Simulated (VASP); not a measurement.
# HfN (Fm-3m) in VASP: notebook

HfN is run at these levels: PBEsol; tasks: single point, relaxation of cell and atoms.

Everything below comes from runs of VASP 6.6.1. Logs are shortened: lines on timing, memory, paths and dates and some standing lists are left out, and cuts for length are marked.

**1. The cell of the first run**

It takes space group Fm-3m (No. 225, cubic). Conventional cell: a = 4.518 Å, b = 4.518 Å, c = 4.518 Å, α = 90.00°, β = 90.00°, γ = 90.00°. Hf (site symmetry m-3m) has 6 N at 2.26 Å within 3.0 Å. Within 3.0 Å of N (site symmetry m-3m) lie 6 Hf at 2.26 Å.

**2. Single point, PBEsol**

INCAR reads:

```
PREC = Accurate ; ENCUT = 520
EDIFF = 1E-7 ; ISMEAR = 0
SIGMA = 0.1 ; LREAL = F
LASPH = T ; NELM = 60
ALGO = Normal ; ISIF = 2
LWAVE = F ; LCHARG = T
GGA = PS ; LELF = T
LVHAR = T ; NBANDS = 14
```

KPOINTS reads:

```
regular mesh
0
Gamma
  16 16 16
```

POSCAR reads:

```
HfN
1.0
    0.0000000000      2.2589030733      2.2589030733
    2.2589030733      0.0000000000      2.2589030733
    2.2589030733      2.2589030733      0.0000000000
Hf N
1 1
Direct
    0.0000000000      0.0000000000      0.0000000000
    0.5000000000      0.5000000000      0.5000000000
```

Potentials or basis: VASP PAW PBE potentials, release 64 (Hf_pv, N).

On the command line:

```bash
> cat potpaw_PBE.64/Hf_pv/POTCAR potpaw_PBE.64/N/POTCAR > POTCAR
> mpirun -np 1 vasp_std > vasp.out
```

OUTCAR:

```text
PREC = Accurate
   ENCUT = 520
   EDIFF = 1E-7
   ISMEAR = 0
   LREAL = F
   LASPH = T
   NELM = 60
   ISIF = 2
   GGA = PS

 ion  position               nearest neighbor table
   1  0.000  0.000  0.000-   2 2.26   2 2.26   2 2.26   2 2.26   2 2.26   2 2.26
   2  0.500  0.500  0.500-   1 2.26   1 2.26   1 2.26   1 2.26   1 2.26   1 2.26

  LATTYP: Found a face centered cubic cell.
 ALAT       =     4.5178061466

  Lattice vectors:

 A1 = (   0.0000000000,   2.2589030733,   2.2589030733)
 A2 = (   2.2589030733,   0.0000000000,   2.2589030733)
 A3 = (   2.2589030733,   2.2589030733,   0.0000000000)

Analysis of symmetry for initial positions (statically):
=====================================================================
 Subroutine PRICEL returns:
 Original cell was already a primitive cell.

 Routine SETGRP: Setting up the symmetry group for a
 face centered cubic supercell.

 Subroutine GETGRP returns: Found 48 space group operations
 (whereof 48 operations were pure point group operations)
 out of a pool of 48 trial point group operations.

The static configuration has the point symmetry O_h .

Analysis of symmetry for dynamics (positions and initial velocities):
=====================================================================
 Subroutine PRICEL returns:
 Original cell was already a primitive cell.

 Routine SETGRP: Setting up the symmetry group for a
 face centered cubic supercell.

 Subroutine GETGRP returns: Found 48 space group operations
 (whereof 48 operations were pure point group operations)
 out of a pool of 48 trial point group operations.

The dynamic configuration has the point symmetry O_h .

 Subroutine INISYM returns: Found 48 space group operations
 (whereof 48 operations are pure point group operations),
 and found     1 'primitive' translations

----------------------------------------------------------------------------------------

                                     Primitive cell

  volume of cell :      23.0528

  direct lattice vectors                    reciprocal lattice vectors
     0.000000000  2.258903073  2.258903073    -0.221346372  0.221346372  0.221346372
     2.258903073  0.000000000  2.258903073     0.221346372 -0.221346372  0.221346372
     2.258903073  2.258903073  0.000000000     0.221346372  0.221346372 -0.221346372

  length of vectors
     3.194571362  3.194571362  3.194571362     0.383383162  0.383383162  0.383383162

  position of ions in fractional coordinates (direct lattice)
     0.000000000  0.000000000  0.000000000
     0.500000000  0.500000000  0.500000000

  ion indices of the primitive-cell ions
   primitive index   ion index
[... 87 lines left out ...]
   EMIN   =  10.00;   EMAX   =-10.00  energy-range for DOS
   EFERMI =   0.00;   METHOD = LEGACY
   ISMEAR =     0;   SIGMA  =   0.10  broadening in eV -4-tet -1-fermi 0-gaus
   EFERMI_NEDOS =   21; number of points for ismear=-14 and -15
   IALGO  =     38    algorithm
   IMIX   =      4    mixing-type and parameters
     AMIX     =   0.40;   BMIX     =  1.00
     AMIX_MAG =   1.60;   BMIX_MAG =  1.00
  volume/ion in A,a.u.               =      11.53        77.78
  Fermi-wavevector in a.u.,A,eV,Ry     =   1.418614  2.680792 27.381268  2.012466
  Thomas-Fermi vector in A             =   2.539721
   LORBIT       =      0    0 simple, 1 ext, 2 COOP (PROOUT), +10 PAW based schemes
   GGA     = PS    functional components
   LHFCALC =     F    Hartree Fock is set to
   AEXX    =    0.0000 exact exchange contribution
   IVDW    =     0    specifies the selected vdW correction
   LEPSILON=     F    determine dielectric tensor
   LRPA    =     F    only Hartree local field effects (RPA)
 non-spin polarized calculation
 Gauss-broadening in eV      SIGMA  =   0.10
  energy-cutoff  :      520.00
  volume of cell :       23.05
 maximum number of plane-waves:       636
   NGX = 11   NGY = 11   NGZ = 11

 number of electron      15.0000000 magnetization

 Free energy of the ion-electron system (eV)
  ---------------------------------------------------
  ext. energy  EPLUGINS =         0.00000000
  ---------------------------------------------------
  free energy    TOTEN  =       -22.98929454 eV

  energy without entropy =      -22.98632927  energy(sigma->0) =      -22.98781190

 E-fermi :   8.1912     XC(G=0): -12.8946

 val. band max:        8.1783861604   @ k =  -0.4375   0.3125   0.1250
 cond. band min:       8.1916911700   @ k =  -0.1250   0.0625   0.0000
 fundamental gap:      0.0133050096
 Fermi energy:         8.1911851056

 k-point     1 :       0.0000    0.0000    0.0000
  band No.  band energies     occupation
      1     -22.8613      2.00000
      2     -22.8613      2.00000
      3     -22.8613      2.00000
      4      -9.2389      2.00000
      5       5.2163      2.00000
      6       5.2163      2.00000
      7       5.2163      2.00000
      8       7.8283      2.00000
      9       7.8283      2.00000
     10       7.8283      2.00000
     11      10.0124      0.00000
     12      10.1433      0.00000
     13      10.1433      0.00000
     14      17.7383      0.00000
[... 377 lines left out ...]
      1     -22.9587      2.00000
      2     -22.8857      2.00000
      3     -22.8633      2.00000
      4      -8.9998      2.00000
      5       4.1857      2.00000
      6       4.5422      2.00000
      7       4.8570      2.00000
      8       8.0013      1.99277
      9       8.0033      1.99213
     10       8.4479      0.00028
     11      10.2478      0.00000
     12      11.0510      0.00000
     13      11.1912      0.00000
     14      18.5377      0.00000

 [... further k-points ...]

------------------------ aborting loop because EDIFF is reached ----------------------------------------

  FORCE on cell =-STRESS in cart. coord.  units (eV):
  Direction    XX          YY          ZZ          XY          YZ          ZX
  --------------------------------------------------------------------------------------
  -------------------------------------------------------------------------------------
  Total       -0.7430609     -0.7430609     -0.7430609      0.0000000      0.0000000     -0.0000000
  in kB      -51.6430906    -51.6430906    -51.6430906      0.0000000      0.0000000     -0.0000000
  external PRESSURE =     -51.6430906 kB  Pullay stress =       0.0000000 kB

 VOLUME and BASIS-vectors are now :
 -----------------------------------------------------------------------------
  energy-cutoff  :      520.00
  volume of cell :       23.05
      direct lattice vectors                 reciprocal lattice vectors
     0.000000000  2.258903073  2.258903073    -0.221346372  0.221346372  0.221346372
     2.258903073  0.000000000  2.258903073     0.221346372 -0.221346372  0.221346372
     2.258903073  2.258903073  0.000000000     0.221346372  0.221346372 -0.221346372

 POSITION                                       TOTAL-FORCE (eV/Angst)
 -----------------------------------------------------------------------------------
      0.00000      0.00000      0.00000         0.000000      0.000000      0.000000
      2.25890      2.25890      2.25890         0.000000      0.000000      0.000000
 -----------------------------------------------------------------------------------
    total drift:                                0.000000     -0.000000     -0.000000

  FREE ENERGIE OF THE ION-ELECTRON SYSTEM (eV)
  ---------------------------------------------------
  free  energy   TOTEN  =       -22.9892945397 eV

  energy  without entropy=      -22.9863292658  energy(sigma->0) =      -22.98781190
```

OSZICAR:

```text
N       E                     dE             d eps       ncg     rms          rms(c)
DAV:   1     0.373064582991E+02    0.37306E+02   -0.78447E+03  4076   0.101E+03
DAV:   2    -0.236866967991E+02   -0.60993E+02   -0.56975E+02  5416   0.235E+02
DAV:   3    -0.257092868441E+02   -0.20226E+01   -0.20142E+01  4696   0.352E+01
DAV:   4    -0.257169519794E+02   -0.76651E-02   -0.76645E-02  4824   0.249E+00
DAV:   5    -0.257169982898E+02   -0.46310E-04   -0.46310E-04  4696   0.166E-01    0.502E+01
DAV:   6    -0.231106907918E+02    0.26063E+01   -0.72409E+00  4534   0.208E+01    0.420E+01
DAV:   7    -0.230210151392E+02    0.89676E-01   -0.44154E-01  5152   0.580E+00    0.258E+01
DAV:   8    -0.229947235679E+02    0.26292E-01   -0.10819E-01  4744   0.275E+00    0.515E+00
DAV:   9    -0.229894725095E+02    0.52511E-02   -0.15085E-02  4654   0.967E-01    0.199E+00
DAV:  10    -0.229893340856E+02    0.13842E-03   -0.11601E-03  5342   0.319E-01    0.484E-01
DAV:  11    -0.229892960581E+02    0.38027E-04   -0.85428E-05  5074   0.915E-02    0.863E-02
DAV:  12    -0.229892948626E+02    0.11955E-05   -0.77812E-06  5112   0.236E-02    0.271E-02
DAV:  13    -0.229892946028E+02    0.25978E-06   -0.18401E-07  4544   0.410E-03    0.246E-03
DAV:  14    -0.229892945397E+02    0.63065E-07   -0.18721E-08  3008   0.120E-03
   1 F= -.22989295E+02 E0= -.22987812E+02  d E =-.296527E-02
```

stdout:

```text
POSCAR found type information on POSCAR HfN
 POSCAR found :  2 types and       2 ions
 scaLAPACK will be used
 -----------------------------------------------------------------------------
|                                                                             |
|                                                                             |
|     You enforced a specific xc type in the INCAR file but a different       |
|     I HOPE YOU KNOW WHAT YOU ARE DOING!                                     |
|                                                                             |
 -----------------------------------------------------------------------------

 LDA part: xc-table for (Slater+PW92), standard interpolation
 POSCAR, INCAR and KPOINTS ok, starting setup
 FFT: planning ... GRIDC
 FFT: planning ... GRID_SOFT
 FFT: planning ... GRID
 WAVECAR not read
 entering main loop
```

Wall time 52 s (1 thread of Intel Xeon 8259CL, shared host); peak memory 0.18 GiB.

Results:

```
Free energy            : -22.9893 eV
Pressure               : -5.2 GPa
Band gap on the k mesh : zero (an odd number of electrons rules out a gap without spin polarisation)
```

Levels at points of the mesh, in eV from the Fermi level:
| k point | band 4 | band 5 | band 6 | band 7 | band 8 | band 9 | band 10 | band 11 | band 12 | band 13 |
| --- | --- | --- | --- | --- | --- | --- | --- | --- | --- | --- |
| (0.00, 0.00, 0.00) | -17.43 | -2.97 | -2.97 | -2.97 | -0.36 | -0.36 | -0.36 | 1.82 | 1.95 | 1.95 |
| (0.50, 0.00, 0.00) | -14.65 | -8.90 | -6.17 | -6.17 | 3.30 | 3.72 | 3.72 | 4.41 | 8.88 | 8.88 |
| (0.50, 0.50, 0.00) | -16.31 | -5.38 | -3.83 | -3.65 | -3.65 | 4.10 | 5.56 | 5.56 | 5.62 | 7.95 |

Caveat: the cell stands under tension; the PAW data sets were made with another functional, which shifts forces and pressure a little; spin-orbit coupling is left out, which moves the levels of the heavy elements.

**3. Relaxation of cell and atoms, PBEsol, target pressure 60 GPa, at which the enthalpy is minimised**

This run uses another cell than the first one, of 9.75 Å³/atom.

INCAR reads:

```
SYSTEM = HfN
PREC     = Accurate       ! precision mode
ENCUT    = 600            ! plane-wave cutoff, eV
EDIFF    = 1E-7           ! SCF threshold, eV
ISMEAR   = 0              ! smearing method
SIGMA    = 0.1            ! smearing width, eV
LREAL    = .False.        ! projectors in reciprocal space
LASPH    = .True.         ! aspherical terms in the spheres
NELM     = 60             ! most SCF steps
ALGO     = Normal         ! electronic algorithm
ISIF     = 3              ! what is computed and relaxed
LWAVE    = .False.        ! write WAVECAR
LCHARG   = .False.        ! write CHGCAR
GGA      = PS             ! functional
IBRION   = 2              ! ionic algorithm
NSW      = 70             ! ionic steps
EDIFFG   = -0.008         ! ionic threshold
PSTRESS  = 600.0
```

KPOINTS reads:

```
Automatic mesh
0
Gamma
  16 16 16
  0 0 0
```

POSCAR reads:

```
HfN
1.0
    0.0000000000      2.1363914239      2.1363914239
    2.1363914239      0.0000000000      2.1363914239
    2.1363914239      2.1363914239      0.0000000000
Hf N
1 1
Direct
    0.0000000000      0.0000000000      0.0000000000
    0.5000000000      0.5000000000      0.5000000000
```

Potentials or basis: VASP PAW PBE potentials, release 64 (Hf_pv, N).

On the command line:

```bash
> cat potpaw_PBE.64/Hf_pv/POTCAR potpaw_PBE.64/N/POTCAR > POTCAR
> mpirun -np 1 vasp_std > vasp.out
```

It took 38 s on 1 thread of Intel Xeon 8259CL, shared host; peak memory 0.17 GiB.

It converged, with:

- Free energy: -22.4814 eV
- Pressure after relaxing: 59.9 GPa
- Band gap on the k mesh: zero (an odd number of electrons rules out a gap without spin polarisation)

Final structure:
```
Hf N
1.0
     0.00000    2.13639    2.13639
     2.13639    0.00000    2.13639
     2.13639    2.13639    0.00000
Hf N
1 1
Direct
  0.00000 0.00000 0.00000
  0.50000 0.50000 0.50000
```

Levels at points of the mesh, in eV from the Fermi level:
```csv
k point,band 4,band 5,band 6,band 7,band 8,band 9,band 10,band 11
"(0.00, 0.00, 0.00)",-18.40,-3.13,-3.13,-3.13,-0.48,-0.48,-0.48,2.38
"(0.50, 0.00, 0.00)",-14.49,-9.89,-7.05,-7.05,4.15,4.64,4.64,5.39
"(0.50, 0.50, 0.00)",-17.31,-5.15,-4.66,-3.63,-3.63,5.08,6.98,6.98
```

Caveat: the relaxation stopped at its first step, so nothing moved; the cell is relaxed towards a set pressure, so the run minimises the enthalpy, not the energy; the PAW data sets were made with another functional, which shifts forces and pressure a little; spin-orbit coupling is left out, which moves the levels of the heavy elements.
